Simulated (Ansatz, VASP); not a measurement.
**BaTiO3: VASP beside Ansatz**

```
Ba Ti O
1.0
     3.94585    0.00000    0.00000
     0.00000    3.94585    0.00000
     0.00000    0.00000    4.15563
Ba Ti O
1 1 3
Direct
  0.00000 0.00000 0.98956
  0.50000 0.50000 0.47227
  0.50000 0.50000 0.04051
  0.50000 0.00000 0.52033
  0.00000 0.50000 0.52033
```

Alike in both runs: task single point; functional PBE; k mesh 6 × 6 × 6; no spin polarisation.

```csv
,VASP,Ansatz
version,VASP 6.6.1,Ansatz 0.2.0
potentials or method,"VASP PAW PBE potentials, release 64 (Ba_sv, Ti_sv, O)","plane waves, PAW"
plane-wave cutoff (eV),520,420
occupations,"gaussian, width 0.01 eV",fixed
valence electrons in the cell,40,40
```

Ansatz gave:

```
gap on the k mesh at the Fermi level (eV)                     : 1.91
pressure (GPa)                                                : 5.1
traceless stress, the component that is largest in VASP (GPa) : -0.06
rms of the force components (eV/Å)                            : 0.134
```

Estimate VASP's values.

gap on the k mesh at the Fermi level (eV): 1.85; pressure (GPa): 6.8; traceless stress, the component that is largest in VASP (GPa): -0.02; rms of the force components (eV/Å): 0.166.

Atom by atom the forces differ by 0.035 eV/Å (rms over components).

Spin-orbit coupling is off throughout.
